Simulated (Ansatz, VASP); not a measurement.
**Two plane-wave programs on CdSe**

```xyz
4
Lattice="4.6022 0.0000 0.0000 -2.3011 3.9857 0.0000 0.0000 0.0000 6.0016" Properties=species:S:1:pos:R:3 pbc="T T T"
Cd    0.0000    2.6571    1.5004
Cd    2.3011    1.3286    4.5012
Se    2.3011    1.3286    1.5004
Se    0.0000    2.6571    4.5012
```

Alike in both runs: task single point; functional PBE; k mesh 6 × 6 × 4; occupations tetrahedron; no spin polarisation.

|  | VASP | Ansatz |
| --- | --- | --- |
| version | VASP 6.6.1 | Ansatz 0.2.0 |
| potentials or method | VASP PAW PBE potentials, release 64 (Cd, Se) | plane waves |
| plane-wave cutoff (eV) | 500 | 420 |
| valence electrons in the cell | 36 | 72 |

|  | VASP | Ansatz | Ansatz less VASP |
| --- | --- | --- | --- |
| gap on the k mesh at the Fermi level (eV) | 0.23 | 0.24 | +0.013 |
| pressure (GPa) | 1.8 | 1.4 | -0.31 |
| traceless stress, the component that is largest in VASP (GPa) | -0.24 | -0.15 | +0.090 |

VASP's potentials hold 36 valence electrons a cell and Ansatz's 72, so a difference there can come from the potentials and not from the codes. Ansatz's warnings: band table not solved further, tetrahedron derivatives may miss energy slope.
